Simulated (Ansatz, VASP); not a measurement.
# Two plane-wave programs on Hf3Si2F

```
Hf Si F
1.0
     6.54767    0.00000    0.00000
    -3.27384    5.67045    0.00000
     0.00000    0.00000    3.70951
Hf Si F
3 2 1
Direct
  0.50000 0.00000 0.50000
  0.50000 0.50000 0.50000
  0.00000 0.50000 0.50000
  0.33333 0.66667 0.00000
  0.66667 0.33333 0.00000
  0.00000 0.00000 0.00000
```

Change from the starting cell: species swapped into the LaB2Rh3 type (P6/mmm, No. 191).

Alike in both runs: functional PBE; k mesh 6 × 6 × 10; occupations gaussian, width 0.1 eV; no spin polarisation.

Ansatz relaxed the structure, and its values are those at the end. VASP's run is a single point on that final structure, the one shown.

|  | VASP | Ansatz |
| --- | --- | --- |
| version | VASP 6.6.1 | Ansatz 0.2.0 |
| potentials or method | VASP PAW PBE potentials, release 64 (Hf_pv, Si, F), cutoff 520 eV | scalar-relativistic, plane waves, PAW |
| valence electrons in the cell | 45 | 93 |

|  | VASP | Ansatz | Ansatz less VASP |
| --- | --- | --- | --- |
| gap on the k mesh at the Fermi level (eV) | none | none | - |
| pressure (GPa) | -0.2 | 0.0 | +0.18 |

A gap of «none» marks a metal or a gap that the smearing closes. The functional is the same, so the differences come from potentials, cutoffs and numerics. VASP's potentials hold 45 valence electrons a cell and Ansatz's 93, so a difference there can come from the potentials and not from the codes.

Neither program's run includes spin-orbit coupling.
